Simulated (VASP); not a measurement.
# La2SiF (P-6m2) in VASP: single point with PBE

Aim: the single point of La2SiF with PBE.

Everything below comes from runs of VASP 6.6.1. Logs are shortened: lines on timing, memory, paths and dates and some standing lists are left out, and cuts for length are marked.

## Step 1: The cell of the first run

Symmetry: P-6m2, No. 187, hexagonal system. The conventional cell has a = 3.943 Å, b = 3.943 Å, c = 5.427 Å, α = 90.00°, β = 90.00°, γ = 120.00°. Within 3.4 Å of La (site symmetry 3m) lie 2 La at 2.57 to 2.86 Å and 3 F at 2.61 Å and 3 Si at 2.69 Å. Within 3.5 Å of Si (site symmetry -6m2) lie 6 La at 2.69 Å. Within 3.4 Å of F (site symmetry -6m2) lie 6 La at 2.61 Å.

## Step 2: Single point, PBE

Input file INCAR:

```
SYSTEM = La2SiF
ALGO     = Normal         ! electronic algorithm
EDIFF    = 1E-6           ! SCF threshold, eV
ENCUT    = 520            ! plane-wave cutoff, eV
GGA      = PE             ! functional
ISIF     = 2              ! what is computed and relaxed
ISMEAR   = 0              ! smearing method
LASPH    = .True.         ! aspherical terms in the spheres
LCHARG   = .False.        ! write CHGCAR
LREAL    = .False.        ! projectors in reciprocal space
LWAVE    = .False.        ! write WAVECAR
NBANDS   = 24             ! bands
NELM     = 60             ! most SCF steps
PREC     = Accurate       ! precision mode
SIGMA    = 0.1            ! smearing width, eV
```

Input file KPOINTS:

```
k-points
0
Gamma
  6 6 4
  0 0 0
```

Input file POSCAR:

```
La2SiF
1.0
    3.9430807000      0.0000000000      0.0000000000
   -1.9715403500      3.4148080500      0.0000000000
    0.0000000000      0.0000000000      5.4270918800
La Si F
2 1 1
Direct
    0.6666666700      0.3333333300      0.2363359900
    0.6666666700      0.3333333300      0.7636640100
    0.0000000000      0.0000000000      0.5000000000
    0.3333333300      0.6666666700      0.0000000000
```

Potentials or basis: VASP PAW PBE potentials, release 64 (La, Si, F).

Launch:

```console
$ cat potpaw_PBE.64/La/POTCAR potpaw_PBE.64/Si/POTCAR potpaw_PBE.64/F/POTCAR > POTCAR
$ mpirun -np 1 vasp_std > vasp.out
```

OUTCAR:

```text
SYSTEM = La2SiF
   EDIFF = 1E-6
   ENCUT = 520
   GGA = PE
   ISIF = 2
   ISMEAR = 0
   LASPH = .True.
   LREAL = .False.
   NELM = 60
   PREC = Accurate

 ion  position               nearest neighbor table
   1  0.667  0.333  0.236-   2 2.57   4 2.61   4 2.61   4 2.61   3 2.69   3 2.69   3 2.69   2 2.86

   2  0.667  0.333  0.764-   1 2.57   4 2.61   4 2.61   4 2.61   3 2.69   3 2.69   3 2.69   1 2.86

   3  0.000  0.000  0.500-   1 2.69   2 2.69   1 2.69   2 2.69   1 2.69   2 2.69
   4  0.333  0.667  0.000-   1 2.61   2 2.61   1 2.61   2 2.61   1 2.61   2 2.61

  LATTYP: Found a hexagonal cell.
 ALAT       =     3.9430807000
 C/A-ratio  =     1.3763583079

  Lattice vectors:

 A1 = (   3.9430807000,   0.0000000000,   0.0000000000)
 A2 = (  -1.9715403500,   3.4148080500,   0.0000000000)
 A3 = (   0.0000000000,   0.0000000000,   5.4270918800)

Analysis of symmetry for initial positions (statically):
=====================================================================
 Subroutine PRICEL returns:
 Original cell was already a primitive cell.

 Routine SETGRP: Setting up the symmetry group for a
 hexagonal supercell.

 Subroutine GETGRP returns: Found 12 space group operations
 (whereof 12 operations were pure point group operations)
 out of a pool of 24 trial point group operations.

The static configuration has the point symmetry D_3h.

Analysis of symmetry for dynamics (positions and initial velocities):
=====================================================================
 Subroutine PRICEL returns:
 Original cell was already a primitive cell.

 Routine SETGRP: Setting up the symmetry group for a
 hexagonal supercell.

 Subroutine GETGRP returns: Found 12 space group operations
 (whereof 12 operations were pure point group operations)
 out of a pool of 24 trial point group operations.

The dynamic configuration has the point symmetry D_3h.

 Subroutine INISYM returns: Found 12 space group operations
 (whereof 12 operations are pure point group operations),
 and found     1 'primitive' translations

----------------------------------------------------------------------------------------

                                     Primitive cell

  volume of cell :      73.0751

  direct lattice vectors                    reciprocal lattice vectors
     3.943080700  0.000000000  0.000000000     0.253608809  0.146421114  0.000000000
    -1.971540350  3.414808050  0.000000000     0.000000000  0.292842229  0.000000000
     0.000000000  0.000000000  5.427091880     0.000000000  0.000000000  0.184260746

  length of vectors
     3.943080700  3.943080695  5.427091880     0.292842228  0.292842229  0.184260746

  position of ions in fractional coordinates (direct lattice)
     0.666666670  0.333333330  0.236335990
     0.666666670  0.333333330  0.763664010
     0.000000000  0.000000000  0.500000000
     0.333333330  0.666666670  0.000000000

  ion indices of the primitive-cell ions
   primitive index   ion index
                 1           1
                 2           2
                 3           3
                 4           4

----------------------------------------------------------------------------------------

 KPOINTS: k-points

Automatic generation of k-mesh.
 Grid dimensions read from file:
 generate k-points for:    6    6    4

 Generating k-lattice:

  Cartesian coordinates                     Fractional coordinates (reciprocal lattice)
     0.042268135  0.024403519  0.000000000     0.166666667  0.000000000  0.000000000
     0.000000000  0.048807038  0.000000000     0.000000000  0.166666667  0.000000000
     0.000000000  0.000000000  0.046065187     0.000000000  0.000000000  0.250000000

  Length of vectors
     0.048807038  0.048807038  0.046065187

  Shift w.r.t. Gamma in fractional coordinates (k-lattice)
     0.000000000  0.000000000  0.000000000

 Subroutine IBZKPT returns following result:
 ===========================================

 Found     21 irreducible k-points:

 Following reciprocal coordinates:
            Coordinates               Weight
  0.000000  0.000000  0.000000      1.000000
  0.166667 -0.000000  0.000000      6.000000
  0.333333 -0.000000  0.000000      6.000000
  0.500000 -0.000000  0.000000      3.000000
  0.166667  0.166667  0.000000      6.000000
  0.333333  0.166667  0.000000     12.000000
[... 13 lines left out ...]
  0.333333  0.166667  0.500000     12.000000
  0.333333  0.333333  0.500000      2.000000
   k-points           NKPTS =     21   k-points in BZ     NKDIM =     21   number of bands    NBANDS=     24
   number of dos      NEDOS =    301   number of ions     NIONS =      4
   total plane-waves  NPLWV =  36000
   dimension x,y,z NGX =    30 NGY =   30 NGZ =   40
   dimension x,y,z NGXF=    60 NGYF=   60 NGZF=   80
   ions per type =               2   1   1
   NGX,Y,Z   is equivalent  to a cutoff of  12.65, 12.65, 12.25 a.u.
   NGXF,Y,Z  is equivalent  to a cutoff of  25.30, 25.30, 24.51 a.u.
 SYSTEM =  La2SiF
   PREC   = accura    normal or accurate (medium, high low for compatibility)
   ISTART =      0    job   : 0-new  1-cont  2-samecut
   ICHARG =      2    charge: 1-file 2-atom 10-const
   ISPIN  =      1    spin polarized calculation?
   LNONCOLLINEAR =      F non collinear calculations
   LSORBIT =      F    spin-orbit coupling
   LASPH  =      T    aspherical Exc in radial PAW
   ENCUT  =  520.0 eV  38.22 Ry    6.18 a.u.   7.33  7.33 10.09*2*pi/ulx,y,z
   NELM   =     60;   NELMIN=  2; NELMDL= -5     # of ELM steps
   EDIFF  = 0.1E-05   stopping-criterion for ELM
   LREAL  =      F    real-space projection
   EDIFFG = 0.1E-04   stopping-criterion for IOM
   NSW    =      0    number of steps for IOM
   IBRION =     -1    ionic relax: 0-MD 1-quasi-New 2-CG
   NFREE  =      0    steps in history (QN), initial steepest desc. (CG)
   ISIF   =      2    stress and relaxation
   ISYM   =      2    0-nonsym 1-usesym 2-fastsym
   POTIM  = 0.5000    time-step for ionic-motion
   TEBEG  =    0.0;   TEEND  =   0.0 temperature during run
   PSTRESS=    0.0 pullay stress
   NELECT =      33.0000    total number of electrons
   NUPDOWN=      -1.0000    fix difference up-down
   EMIN   =  10.00;   EMAX   =-10.00  energy-range for DOS
   EFERMI =   0.00;   METHOD = LEGACY
   ISMEAR =     0;   SIGMA  =   0.10  broadening in eV -4-tet -1-fermi 0-gaus
   EFERMI_NEDOS =   21; number of points for ismear=-14 and -15
   IALGO  =     38    algorithm
   IMIX   =      4    mixing-type and parameters
     AMIX     =   0.40;   BMIX     =  1.00
     AMIX_MAG =   1.60;   BMIX_MAG =  1.00
  volume/ion in A,a.u.               =      18.27       123.28
  Fermi-wavevector in a.u.,A,eV,Ry     =   1.256000  2.373497 21.463693  1.577537
  Thomas-Fermi vector in A             =   2.389730
   LORBIT       =      0    0 simple, 1 ext, 2 COOP (PROOUT), +10 PAW based schemes
   GGA     = PE    functional components
   LHFCALC =     F    Hartree Fock is set to
   AEXX    =    0.0000 exact exchange contribution
   IVDW    =     0    specifies the selected vdW correction
   LEPSILON=     F    determine dielectric tensor
   LRPA    =     F    only Hartree local field effects (RPA)
 non-spin polarized calculation
 Gauss-broadening in eV      SIGMA  =   0.10
  energy-cutoff  :      520.00
  volume of cell :       73.08
 maximum number of plane-waves:      2000
 NGX is ok and might be reduce to    30
   NGX = 15   NGY = 15   NGZ = 21

 number of electron      32.9999992 magnetization

 Free energy of the ion-electron system (eV)
  ---------------------------------------------------
  ext. energy  EPLUGINS =         0.00000000
  ---------------------------------------------------
  free energy    TOTEN  =       -18.80402113 eV

  energy without entropy =      -18.79812122  energy(sigma->0) =      -18.80107117

 E-fermi :  10.6392     XC(G=0): -10.9952

 val. band max:       10.6375887790   @ k =   0.5000  -0.0000   0.5000
 cond. band min:      10.6416519730   @ k =   0.3333   0.3333   0.2500
 fundamental gap:      0.0040631940
 Fermi energy:        10.6392369565

 k-point     1 :       0.0000    0.0000    0.0000
  band No.  band energies     occupation
      1     -22.6104      2.00000
      2     -20.8788      2.00000
      3     -14.8989      2.00000
      4      -9.2175      2.00000
      5      -5.8948      2.00000
      6      -5.8948      2.00000
[... 16 lines left out ...]
     23      12.7618      0.00000
     24      12.7647      0.00000

 k-point     2 :       0.1667   -0.0000    0.0000
  band No.  band energies     occupation
      1     -22.5770      2.00000
      2     -20.8582      2.00000
      3     -14.9364      2.00000
      4      -9.2331      2.00000
      5      -6.0544      2.00000
      6      -5.9665      2.00000
[... 16 lines left out ...]
     23      13.0669      0.00000
     24      13.0745      0.00000

 k-point     3 :       0.3333   -0.0000    0.0000
  band No.  band energies     occupation
      1     -22.5087      2.00000
      2     -20.8164      2.00000
      3     -15.0159      2.00000
      4      -9.2426      2.00000
      5      -6.3845      2.00000
      6      -6.1040      2.00000
[... 16 lines left out ...]
     23      13.1159      0.00000
     24      13.4393      0.00000
[... 433 lines left out ...]
 k-point    20 :       0.3333    0.1667    0.5000
  band No.  band energies     occupation
      1     -22.0831      2.00000
      2     -21.3637      2.00000
      3     -15.0487      2.00000
      4      -7.0933      2.00000
      5      -6.0640      2.00000
      6      -6.0262      2.00000
[... 16 lines left out ...]
     23      13.1815      0.00000
     24      13.3828      0.00000

 k-point    21 :       0.3333    0.3333    0.5000
  band No.  band energies     occupation
      1     -22.0656      2.00000
      2     -21.3513      2.00000
      3     -15.0736      2.00000
      4      -7.0942      2.00000
      5      -6.2109      2.00000
      6      -5.8925      2.00000
[... 16 lines left out ...]
     23      13.2346      0.00000
     24      13.3704      0.00000

------------------------ aborting loop because EDIFF is reached ----------------------------------------

  FORCE on cell =-STRESS in cart. coord.  units (eV):
  Direction    XX          YY          ZZ          XY          YZ          ZX
  --------------------------------------------------------------------------------------
  -------------------------------------------------------------------------------------
  Total       12.2844070     12.2844070     28.7485453     -0.0000000     -0.0000000      0.0000000
  in kB      269.3367679    269.3367671    630.3145312     -0.0000000     -0.0000000      0.0000000
  external PRESSURE =     389.6626887 kB  Pullay stress =       0.0000000 kB

 VOLUME and BASIS-vectors are now :
 -----------------------------------------------------------------------------
  energy-cutoff  :      520.00
  volume of cell :       73.08
      direct lattice vectors                 reciprocal lattice vectors
     3.943080700  0.000000000  0.000000000     0.253608809  0.146421114  0.000000000
    -1.971540350  3.414808050  0.000000000     0.000000000  0.292842229  0.000000000
     0.000000000  0.000000000  5.427091880     0.000000000  0.000000000  0.184260746

 POSITION                                       TOTAL-FORCE (eV/Angst)
 -----------------------------------------------------------------------------------
      1.97154      1.13827      1.28262        -0.000000      0.000000      2.552299
      1.97154      1.13827      4.14447        -0.000000      0.000000     -2.552299
      0.00000      0.00000      2.71355        -0.000000      0.000000      0.000000
     -0.00000      2.27654      0.00000         0.000000     -0.000000      0.000000
 -----------------------------------------------------------------------------------
    total drift:                               -0.000014      0.000008     -0.000000

  FREE ENERGIE OF THE ION-ELECTRON SYSTEM (eV)
  ---------------------------------------------------
  free  energy   TOTEN  =       -18.8040211288 eV

  energy  without entropy=      -18.7981212202  energy(sigma->0) =      -18.80107117
```

Wall time 31 s (1 thread of AMD EPYC 7R13 (Zen 3), shared host); peak memory 0.18 GiB.

Results:

```
Free energy   : -18.8040 eV
Pressure      : 39.0 GPa
Largest force : 2.552 eV/Å
```

Forces on the atoms (eV/Å):
```
La   0.000  0.000  2.552
La   0.000  0.000 -2.552
Si   0.000  0.000  0.000
F    0.000  0.000  0.000
```

Stress tensor (GPa, compression positive):
```
26.93  0.00  0.00
 0.00 26.93  0.00
 0.00  0.00 63.03
```

Caveat: spin-orbit coupling is left out, which moves the levels of the heavy elements; an odd number of electrons without spin polarisation forces a metal; a magnetic or distorted state may lie lower.
